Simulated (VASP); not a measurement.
# NaH in VASP: notebook

The runs below take NaH through relaxation of cell and atoms, single point, with PBEsol, PBE.

Program: VASP 6.6.1. These are calculated values, not measurements. Logs are shortened: lines on timing, memory, paths and dates and some standing lists are left out, and cuts for length are marked.

## 1. The cell of the first run

It takes space group Fm-3m (No. 225, cubic). The conventional cell has a = 4.880 Å, b = 4.880 Å, c = 4.880 Å, α = 90.00°, β = 90.00°, γ = 90.00°. Na (site symmetry m-3m) has 6 H at 2.44 Å within 3.2 Å. Within 3.2 Å of H (site symmetry m-3m) lie 6 Na at 2.44 Å.

## 2. Relaxation of cell and atoms, PBEsol, target pressure 20 GPa, at which the enthalpy is minimised

Input file INCAR:

```
SYSTEM = NaH
PREC = Accurate
ENCUT = 600
EDIFF = 1E-6
ISMEAR = -1
SIGMA = 0.05
LREAL = .False.
LASPH = .True.
NELM = 100
ALGO = Normal
ISIF = 3
LWAVE = .False.
LCHARG = .False.
GGA = PS
IBRION = 2
NSW = 80
EDIFFG = -0.01
PSTRESS = 200.0
```

Input file KPOINTS:

```
Automatic mesh
0
Gamma
  9 9 9
  0 0 0
```

Input file POSCAR:

```
NaH
1.0
    0.0000000000      2.4400000000      2.4400000000
    2.4400000000      0.0000000000      2.4400000000
    2.4400000000      2.4400000000      0.0000000000
Na H
1 1
Direct
    0.0000000000      0.0000000000      0.0000000000
    0.5000000000      0.5000000000      0.5000000000
```

Potentials or basis: VASP PAW PBE potentials, release 64 (Na_pv, H).

Command:

```
$ cat potpaw_PBE.64/Na_pv/POTCAR potpaw_PBE.64/H/POTCAR > POTCAR
$ mpirun -np 1 vasp_std > vasp.out
```

OUTCAR:

```text
SYSTEM = NaH
   PREC = Accurate
   ENCUT = 600
   EDIFF = 1E-6
   ISMEAR = -1
   LREAL = .False.
   LASPH = .True.
   NELM = 100
   ISIF = 3
   GGA = PS
   IBRION = 2
   NSW = 80
   EDIFFG = -0.01
   PSTRESS = 200.0

 ion  position               nearest neighbor table
   1  0.000  0.000  0.000-
   2  0.500  0.500  0.500-

  LATTYP: Found a face centered cubic cell.
 ALAT       =     4.8800000000

  Lattice vectors:

 A1 = (   0.0000000000,   2.4400000000,   2.4400000000)
 A2 = (   2.4400000000,   0.0000000000,   2.4400000000)
 A3 = (   2.4400000000,   2.4400000000,   0.0000000000)

Analysis of symmetry for initial positions (statically):
=====================================================================
 Subroutine PRICEL returns:
 Original cell was already a primitive cell.

 Routine SETGRP: Setting up the symmetry group for a
 face centered cubic supercell.

 Subroutine GETGRP returns: Found 48 space group operations
 (whereof 48 operations were pure point group operations)
 out of a pool of 48 trial point group operations.

The static configuration has the point symmetry O_h .

Analysis of symmetry for dynamics (positions and initial velocities):
=====================================================================
 Subroutine PRICEL returns:
 Original cell was already a primitive cell.

 Routine SETGRP: Setting up the symmetry group for a
 face centered cubic supercell.

 Subroutine GETGRP returns: Found 48 space group operations
 (whereof 48 operations were pure point group operations)
 out of a pool of 48 trial point group operations.

The dynamic configuration has the point symmetry O_h .

 Subroutine INISYM returns: Found 48 space group operations
 (whereof 48 operations are pure point group operations),
 and found     1 'primitive' translations

----------------------------------------------------------------------------------------

                                     Primitive cell

  volume of cell :      29.0536

  direct lattice vectors                    reciprocal lattice vectors
     0.000000000  2.440000000  2.440000000    -0.204918033  0.204918033  0.204918033
     2.440000000  0.000000000  2.440000000     0.204918033 -0.204918033  0.204918033
     2.440000000  2.440000000  0.000000000     0.204918033  0.204918033 -0.204918033

  length of vectors
     3.450681092  3.450681092  3.450681092     0.354928444  0.354928444  0.354928444

  position of ions in fractional coordinates (direct lattice)
     0.000000000  0.000000000  0.000000000
     0.500000000  0.500000000  0.500000000

  ion indices of the primitive-cell ions
   primitive index   ion index
                 1           1
                 2           2

----------------------------------------------------------------------------------------

 KPOINTS: Automatic mesh

Automatic generation of k-mesh.
 Grid dimensions read from file:
 generate k-points for:    9    9    9

 Generating k-lattice:

  Cartesian coordinates                     Fractional coordinates (reciprocal lattice)
    -0.022768670  0.022768670  0.022768670     0.111111111  0.000000000  0.000000000
     0.022768670 -0.022768670  0.022768670     0.000000000  0.111111111  0.000000000
     0.022768670  0.022768670 -0.022768670     0.000000000  0.000000000  0.111111111

  Length of vectors
     0.039436494  0.039436494  0.039436494

  Shift w.r.t. Gamma in fractional coordinates (k-lattice)
     0.000000000  0.000000000  0.000000000

 Subroutine IBZKPT returns following result:
 ===========================================

 Found     35 irreducible k-points:

 Following reciprocal coordinates:
            Coordinates               Weight
  0.000000  0.000000  0.000000      1.000000
  0.111111  0.000000  0.000000      8.000000
  0.222222  0.000000  0.000000      8.000000
  0.333333  0.000000  0.000000      8.000000
  0.444444  0.000000  0.000000      8.000000
  0.111111  0.111111  0.000000      6.000000
[... 16 lines left out ...]
 -0.333333  0.333333  0.000000     12.000000
  0.444444  0.444444  0.000000      6.000000
 [... further k-points ...]
   k-points           NKPTS =     35   k-points in BZ     NKDIM =     35   number of bands    NBANDS=      8
   number of dos      NEDOS =    301   number of ions     NIONS =      2
   total plane-waves  NPLWV =  21952
   dimension x,y,z NGX =    28 NGY =   28 NGZ =   28
   dimension x,y,z NGXF=    56 NGYF=   56 NGZF=   56
   ions per type =               1   1
   NGX,Y,Z   is equivalent  to a cutoff of  13.49, 13.49, 13.49 a.u.
   NGXF,Y,Z  is equivalent  to a cutoff of  26.98, 26.98, 26.98 a.u.
 SYSTEM =  NaH
   PREC   = accura    normal or accurate (medium, high low for compatibility)
   ISTART =      0    job   : 0-new  1-cont  2-samecut
   ICHARG =      2    charge: 1-file 2-atom 10-const
   ISPIN  =      1    spin polarized calculation?
   LNONCOLLINEAR =      F non collinear calculations
   LSORBIT =      F    spin-orbit coupling
   LASPH  =      T    aspherical Exc in radial PAW
   ENCUT  =  600.0 eV  44.10 Ry    6.64 a.u.   6.89  6.89  6.89*2*pi/ulx,y,z
   NELM   =    100;   NELMIN=  2; NELMDL= -5     # of ELM steps
   EDIFF  = 0.1E-05   stopping-criterion for ELM
   LREAL  =      F    real-space projection
   EDIFFG = -.1E-01   stopping-criterion for IOM
   NSW    =     80    number of steps for IOM
   IBRION =      2    ionic relax: 0-MD 1-quasi-New 2-CG
   NFREE  =      1    steps in history (QN), initial steepest desc. (CG)
   ISIF   =      3    stress and relaxation
   ISYM   =      2    0-nonsym 1-usesym 2-fastsym
   POTIM  = 0.5000    time-step for ionic-motion
   TEBEG  =    0.0;   TEEND  =   0.0 temperature during run
   PSTRESS=  200.0 pullay stress
   NELECT =       8.0000    total number of electrons
   NUPDOWN=      -1.0000    fix difference up-down
   EMIN   =  10.00;   EMAX   =-10.00  energy-range for DOS
   EFERMI =   0.00;   METHOD = LEGACY
   ISMEAR =    -1;   SIGMA  =   0.05  broadening in eV -4-tet -1-fermi 0-gaus
   EFERMI_NEDOS =   21; number of points for ismear=-14 and -15
   IALGO  =     38    algorithm
   IMIX   =      4    mixing-type and parameters
     AMIX     =   0.40;   BMIX     =  1.00
     AMIX_MAG =   1.60;   BMIX_MAG =  1.00
  volume/ion in A,a.u.               =      14.53        98.03
  Fermi-wavevector in a.u.,A,eV,Ry     =   1.065054  2.012660 15.433636  1.134340
  Thomas-Fermi vector in A             =   2.200593
   LORBIT       =      0    0 simple, 1 ext, 2 COOP (PROOUT), +10 PAW based schemes
   GGA     = PS    functional components
   LHFCALC =     F    Hartree Fock is set to
   AEXX    =    0.0000 exact exchange contribution
   IVDW    =     0    specifies the selected vdW correction
   LEPSILON=     F    determine dielectric tensor
   LRPA    =     F    only Hartree local field effects (RPA)
 conjugate gradient relaxation of ions
 non-spin polarized calculation
  energy-cutoff  :      600.00
  volume of cell :       29.05
 maximum number of plane-waves:       984
   NGX = 13   NGY = 13   NGZ = 13

--------------------------------------- Ionic step        1  -------------------------------------------

 number of electron       8.0000008 magnetization

 Free energy of the ion-electron system (eV)
  ---------------------------------------------------
  ext. energy  EPLUGINS =         0.00000000
  ---------------------------------------------------
  free energy    TOTEN  =        -5.08073853 eV

  energy without entropy =       -5.08073853  energy(sigma->0) =       -5.08073853

 E-fermi :  -0.1361     XC(G=0):  -7.7901

 val. band max:       -1.2511936767   @ k =  -0.3333   0.4444   0.1111
 cond. band min:       2.5700978898   @ k =  -0.4444   0.1111   0.0000
 fundamental gap:      3.8212915664
 Fermi energy:        -0.1361392758

 k-point     1 :       0.0000    0.0000    0.0000
  band No.  band energies     occupation
      1     -23.2347      2.00000
      2     -23.2347      2.00000
      3     -23.2347      2.00000
      4      -4.8251      2.00000
      5       8.9731      0.00000
      6      13.9979      0.00000
      7      13.9979      0.00000
      8      13.9979      0.00000
[... 631 lines left out ...]
  FREE ENERGIE OF THE ION-ELECTRON SYSTEM (eV)
  ---------------------------------------------------
  free  energy   TOTEN  =        -4.7504463298 eV

  energy  without entropy=       -4.7504463298  energy(sigma->0) =       -4.75044633

  enthalpy is  TOTEN    =        -2.3573243088 eV   P V=        2.3931220210

--------------------------------------- Ionic step        4  -------------------------------------------

 number of electron       8.0000001 magnetization

 Free energy of the ion-electron system (eV)
  ---------------------------------------------------
  ext. energy  EPLUGINS =         0.00000000
  ---------------------------------------------------
  free energy    TOTEN  =        -4.67689493 eV

  energy without entropy =       -4.67689493  energy(sigma->0) =       -4.67689493

 E-fermi :   1.6923     XC(G=0):  -9.4606

 val. band max:        0.5255213775   @ k =  -0.3333   0.4444   0.1111
 cond. band min:       5.2359878839   @ k =  -0.4444   0.1111   0.0000
 fundamental gap:      4.7104665063
 Fermi energy:         1.6923204367

 k-point     1 :       0.0000    0.0000    0.0000
  band No.  band energies     occupation
      1     -20.8238      2.00000
      2     -20.8238      2.00000
      3     -20.8238      2.00000
      4      -4.4177      2.00000
      5      15.3641      0.00000
      6      19.3961      0.00000
      7      19.3961      0.00000
      8      19.3961      0.00000
[... 275 lines left out ...]
 POSITION                                       TOTAL-FORCE (eV/Angst)
 -----------------------------------------------------------------------------------
     -0.00000      2.10068      2.10068         0.000000      0.000000     -0.000000
      2.10068      2.10068      2.10068        -0.000000      0.000000      0.000000
 -----------------------------------------------------------------------------------
    total drift:                               -0.000000     -0.000000      0.000000

  FREE ENERGIE OF THE ION-ELECTRON SYSTEM (eV)
  ---------------------------------------------------
  free  energy   TOTEN  =        -4.6768949257 eV

  energy  without entropy=       -4.6768949257  energy(sigma->0) =       -4.67689493

  enthalpy is  TOTEN    =        -2.3625557126 eV   P V=        2.3143392131

 reached required accuracy - stopping structural energy minimisation
```

It took 14 s on 1 thread of Intel Xeon 6975P-C, shared host; peak memory 0.16 GiB.

Results:

| Quantity | Value |
| --- | --- |
| Free energy | -4.6769 eV |
| Relaxed volume | 9.27 Å³/atom |
| Relaxed cell | a = 2.971 Å, b = 2.971 Å, c = 2.971 Å, α = 60.00°, β = 60.00°, γ = 60.00° |
| Space group after relaxing (to 0.05 Å) | Fm-3m (No. 225) |
| Energy change on relaxing (the enthalpy is what falls) | +201.9 meV/atom |
| Ionic steps | 4 |
| Pressure after relaxing | 20.1 GPa |
| Band gap on the k mesh | 4.71 eV, indirect (least direct gap 5.54 eV) |

The path:
```csv
step,energy change (eV),largest force (eV/Å),pressure (GPa),volume (Å³)
1,0.0000,0.0000,-1.19,29.05
2,0.1286,0.0000,8.96,21.70
3,0.3303,0.0000,17.40,19.17
4,0.4038,0.0000,20.15,18.54
```

Final structure:
```
CELL_PARAMETERS angstrom
0.00000 2.10068 2.10068
2.10068 0.00000 2.10068
2.10068 2.10068 0.00000
ATOMIC_POSITIONS crystal
Na 0.00000 0.00000 0.00000
H 0.50000 0.50000 0.50000
```

Caveat: the cell is relaxed towards a set pressure, so the enthalpy falls and the energy may rise; the volume moved by over 15 % at a fixed basis, so the end points are rough; the PAW data sets were made with another functional, which shifts forces and pressure a little. A k mesh can miss the band edges.

(Part 1 of 2 ends here.)
